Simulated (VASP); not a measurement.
Hg:

```
Hg
1.0
     3.09995    0.00000    0.00000
    -1.54998    2.68464    0.00000
     0.00000    0.00000    5.53301
Hg
2
Direct
  0.33333 0.66667 0.25000
  0.66667 0.33333 0.75000
```

```yaml
Program: VASP 6.6.1
Task: relaxation of cell and atoms
Functional: PBEsol
Potentials_or_basis: VASP PAW PBE potentials, release 64 (Hg)
Cutoff: 500 eV
k_mesh: 18 × 18 × 8
Occupations: gaussian, width 0.1 eV
Spin: no spin polarisation
```

At the start: pressure 1.2 GPa; volume 23.02 Å³/atom.

Task: How do energy, volume and symmetry change on relaxing?

Result: Over 22 steps the energy falls by 16.9 meV/atom and the volume is 24.41 Å³/atom (+6.0 %); space group P6_3/mmc (No. 194, to 0.1 Å) before and after.

Step by step:
| step | energy change (eV) | largest force (eV/Å) | pressure (GPa) | volume (Å³) |
| --- | --- | --- | --- | --- |
| 1 | 0.0000 | 0.0000 | 1.24 | 46.05 |
| 2 | -0.0067 | 0.0000 | 0.30 | 47.24 |
| 3 | -0.0075 | 0.0000 | -0.14 | 47.88 |
| 4 | -0.0086 | 0.0000 | -0.12 | 47.87 |
| 5 | -0.0123 | 0.0000 | -0.03 | 47.84 |
| 6 | -0.0195 | 0.0000 | 0.22 | 47.74 |
| 7 | -0.0184 | 0.0000 | 0.54 | 47.34 |
| 8 | -0.0199 | 0.0000 | 0.19 | 47.82 |
| 9 | -0.0209 | 0.0000 | -0.25 | 48.50 |
| 10 | -0.0226 | 0.0000 | -1.04 | 49.85 |
| 11 | -0.0229 | 0.0000 | -1.10 | 49.94 |
| 12 | -0.0236 | 0.0000 | -1.20 | 50.21 |
| 13 | -0.0240 | 0.0000 | -1.30 | 50.73 |
| 14 | -0.0240 | 0.0000 | -1.27 | 50.54 |
| 15 | -0.0249 | 0.0000 | -1.20 | 50.47 |
| 16 | -0.0273 | 0.0000 | -1.06 | 50.28 |
| 17 | -0.0309 | 0.0000 | -0.74 | 49.89 |
| 18 | -0.0331 | 0.0000 | -0.05 | 49.10 |
| 19 | -0.0332 | 0.0000 | -0.19 | 49.24 |
| 20 | -0.0333 | 0.0000 | -0.16 | 49.20 |
| 21 | -0.0335 | 0.0000 | -0.08 | 49.07 |
| 22 | -0.0337 | 0.0000 | -0.01 | 48.82 |

Final structure:
```
Hg
1.0
     3.48488    0.00000    0.00000
    -1.74244    3.01799    0.00000
     0.00000    0.00000    4.64179
Hg
2
Direct
  0.33333 0.66667 0.25000
  0.66667 0.33333 0.75000
```

Caveat: a cell axis changed by over 15 % at a fixed basis, so the end point is rough; the PAW data sets were made with another functional, which shifts forces and pressure a little.
